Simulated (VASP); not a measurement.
# TlO3 (P6_3/mmc) in VASP: a series of runs, part 2 of 2

VASP 6.6.1.

## (5) Single point, PBE

This run uses another cell than the first one, of 11.83 Å³/atom.

Input file INCAR:

```
PREC = Accurate
ENCUT = 520
EDIFF = 1E-6
ISMEAR = 0
SIGMA = 0.1
LREAL = F
LASPH = T
NELM = 100
ALGO = Normal
ISIF = 2
LWAVE = F
LCHARG = F
GGA = PE
NBANDS = 41
```

Input file KPOINTS:

```
regular mesh
0
Gamma
  12 12 8
```

Input file POSCAR:

```
TlO3
1.0
    4.6681446686      0.0000000000      0.0000000000
   -2.3340723343      4.0427318715      0.0000000000
    0.0000000000      0.0000000000      5.0145101224
Tl O
2 6
Direct
    0.3333333333      0.6666666667      0.2500000000
    0.6666666667      0.3333333333      0.7500000000
    0.8243864028      0.6487728055      0.2500000000
    0.1756135972      0.8243864028      0.7500000000
    0.3512271945      0.1756135972      0.2500000000
    0.1756135972      0.3512271945      0.7500000000
    0.8243864028      0.1756135972      0.2500000000
    0.6487728055      0.8243864028      0.7500000000
```

Potentials or basis: VASP PAW PBE potentials, release 64 (Tl_d, O).

On the command line:

```console
cat potpaw_PBE.64/Tl_d/POTCAR potpaw_PBE.64/O/POTCAR > POTCAR
mpirun -np 1 vasp_std > vasp.out
```

OUTCAR:

```text
PREC = Accurate
   ENCUT = 520
   EDIFF = 1E-6
   ISMEAR = 0
   LREAL = F
   LASPH = T
   NELM = 100
   ISIF = 2
   GGA = PE

 ion  position               nearest neighbor table
   1  0.333  0.667  0.250-   5 2.34   3 2.34   7 2.34   7 2.34   5 2.34   3 2.34   6 2.81   6 2.81
                             4 2.81   4 2.81   8 2.81   8 2.81   2 3.68   2 3.68   2 3.68   2 3.68
   2  0.667  0.333  0.750-   8 2.34   6 2.34   4 2.34   4 2.34   8 2.34   6 2.34   3 2.81   3 2.81
                             7 2.81   7 2.81   5 2.81   5 2.81   1 3.68   1 3.68   1 3.68   1 3.68
   3  0.824  0.649  0.250-   1 2.34   1 2.34   2 2.81   2 2.81
   4  0.176  0.824  0.750-   2 2.34   2 2.34   1 2.81   1 2.81
   5  0.351  0.176  0.250-   1 2.34   1 2.34   2 2.81   2 2.81
   6  0.176  0.351  0.750-   2 2.34   2 2.34   1 2.81   1 2.81
   7  0.824  0.176  0.250-   1 2.34   1 2.34   2 2.81   2 2.81
   8  0.649  0.824  0.750-   2 2.34   2 2.34   1 2.81   1 2.81

  LATTYP: Found a hexagonal cell.
 ALAT       =     4.6681446686
 C/A-ratio  =     1.0741976692

  Lattice vectors:

 A1 = (   4.6681446686,   0.0000000000,   0.0000000000)
 A2 = (  -2.3340723343,   4.0427318715,   0.0000000000)
 A3 = (   0.0000000000,   0.0000000000,   5.0145101224)

Analysis of symmetry for initial positions (statically):
=====================================================================
 Subroutine PRICEL returns:
 Original cell was already a primitive cell.

 Routine SETGRP: Setting up the symmetry group for a
 hexagonal supercell.

 Subroutine GETGRP returns: Found 24 space group operations
 (whereof 12 operations were pure point group operations)
 out of a pool of 24 trial point group operations.

The static configuration has the point symmetry D_3d.
 The point group associated with its full space group is D_6h.

Analysis of symmetry for dynamics (positions and initial velocities):
=====================================================================
 Subroutine PRICEL returns:
 Original cell was already a primitive cell.

 Routine SETGRP: Setting up the symmetry group for a
 hexagonal supercell.

 Subroutine GETGRP returns: Found 24 space group operations
[... 144 lines left out ...]
   IVDW    =     0    specifies the selected vdW correction
   LEPSILON=     F    determine dielectric tensor
   LRPA    =     F    only Hartree local field effects (RPA)
 non-spin polarized calculation
 Gauss-broadening in eV      SIGMA  =   0.10
  energy-cutoff  :      520.00
  volume of cell :       94.63
 maximum number of plane-waves:      2565
 NGX is ok and might be reduce to    36
   NGX = 17   NGY = 17   NGZ = 19

 number of electron      62.0000008 magnetization

 Free energy of the ion-electron system (eV)
  ---------------------------------------------------
  ext. energy  EPLUGINS =         0.00000000
  ---------------------------------------------------
  free energy    TOTEN  =       -27.70237317 eV

  energy without entropy =      -27.64107823  energy(sigma->0) =      -27.67172570

 E-fermi :   3.8918     XC(G=0): -11.3818

 val. band max:        3.8907414681   @ k =   0.3333   0.2500   0.1250
 cond. band min:       3.8918161050   @ k =   0.2500   0.2500   0.2500
 fundamental gap:      0.0010746369
 Fermi energy:         3.8917784930

 k-point     1 :       0.0000    0.0000    0.0000
  band No.  band energies     occupation
      1     -14.7667      2.00000
      2     -13.9675      2.00000
      3     -12.2170      2.00000
      4     -12.2170      2.00000
      5     -11.9323      2.00000
      6     -11.9323      2.00000
[... 1045 lines left out ...]
     40      14.3737      0.00000
     41      15.0627      0.00000

 [... further k-points ...]

------------------------ aborting loop because EDIFF is reached ----------------------------------------

  FORCE on cell =-STRESS in cart. coord.  units (eV):
  Direction    XX          YY          ZZ          XY          YZ          ZX
  --------------------------------------------------------------------------------------
  -------------------------------------------------------------------------------------
  Total        0.0602779      0.0602779     -0.0801805      0.0000000     -0.0000000      0.0000000
  in kB        1.0205186      1.0205186     -1.3574737      0.0000000     -0.0000000      0.0000000
  external PRESSURE =       0.2278545 kB  Pullay stress =       0.0000000 kB

 VOLUME and BASIS-vectors are now :
 -----------------------------------------------------------------------------
  energy-cutoff  :      520.00
  volume of cell :       94.63
      direct lattice vectors                 reciprocal lattice vectors
     4.668144669  0.000000000  0.000000000     0.214217868  0.123678744  0.000000000
    -2.334072334  4.042731872  0.000000000     0.000000000  0.247357488  0.000000000
     0.000000000  0.000000000  5.014510122     0.000000000  0.000000000  0.199421275

 POSITION                                       TOTAL-FORCE (eV/Angst)
 -----------------------------------------------------------------------------------
     -0.00000      2.69515      1.25363        -0.000000     -0.000000      0.000000
      2.33407      1.34758      3.76088        -0.000000     -0.000000      0.000000
      2.33407      2.62281      1.25363        -0.000000     -0.001348     -0.000000
     -1.10439      3.33277      3.76088         0.001167     -0.000674      0.000000
      1.22968      0.70996      1.25363         0.001167      0.000674      0.000000
     -0.00000      1.41992      3.76088        -0.000000      0.001348      0.000000
      3.43846      0.70996      1.25363        -0.001167      0.000674      0.000000
      1.10439      3.33277      3.76088        -0.001167     -0.000674      0.000000
 -----------------------------------------------------------------------------------
    total drift:                               -0.000000      0.000000     -0.000000

  FREE ENERGIE OF THE ION-ELECTRON SYSTEM (eV)
  ---------------------------------------------------
  free  energy   TOTEN  =       -27.7023731651 eV

  energy  without entropy=      -27.6410782331  energy(sigma->0) =      -27.67172570
```

stdout:

```text
POSCAR found type information on POSCAR TlO
 POSCAR found :  2 types and       8 ions
 scaLAPACK will be used
 LDA part: xc-table for (Slater+PW92), standard interpolation
 POSCAR, INCAR and KPOINTS ok, starting setup
 FFT: planning ... GRIDC
 FFT: planning ... GRID_SOFT
 FFT: planning ... GRID
 WAVECAR not read
 entering main loop
```

It took 2.4 min on 1 thread of Intel Xeon 6975P-C (Granite Rapids), shared host; peak memory 0.41 GiB.

What came out:

| Property | Result |
| --- | --- |
| Free energy | -27.7024 eV |
| Pressure | 0.0 GPa |
| Band gap on the k mesh | zero (bands 31 and 32 overlap by 0.80 eV) |

Caveat: spin-orbit coupling is left out, which moves the levels of the heavy elements.

## (6) The runs side by side

| task | cell | k mesh | cutoff (eV) | gap on the mesh (eV) | pressure (GPa) | largest force (eV/Å) |
| --- | --- | --- | --- | --- | --- | --- |
| single point | a = 4.680, b = 4.680, c = 4.948 Å, angles 90.0, 90.0, 120.0°, 8 atoms, atomic positions A | 6 × 6 × 4 | 520 | none | 0.1 | - |
| single point | a = 5.325, b = 5.325, c = 4.274 Å, angles 90.0, 90.0, 120.0°, 8 atoms, atomic positions B | 6 × 6 × 4 | 520 | none | -13.1 | 0.93 |
| relaxation of cell and atoms | relaxed from a = 5.325, b = 5.325, c = 4.274 Å, angles 90.0, 90.0, 120.0°, 8 atoms, atomic positions B | 6 × 6 × 4 | 600 | none | 0.2 | 0.03 |
| single point | a = 4.668, b = 4.668, c = 5.015 Å, angles 90.0, 90.0, 120.0°, 8 atoms, atomic positions A | 12 × 12 × 8 | 520 | none | 0.0 | - |

Alike in all rows: level PBE; potentials or basis VASP PAW PBE potentials, release 64 (Tl_d, O); no spin polarisation; smearing gaussian 0.1 eV.

Caveats: some runs use coarse meshes; spin-orbit coupling is left out, which moves the levels of the heavy elements.

Total energies depend on the potentials used, so only differences within one code and one set of settings carry meaning.
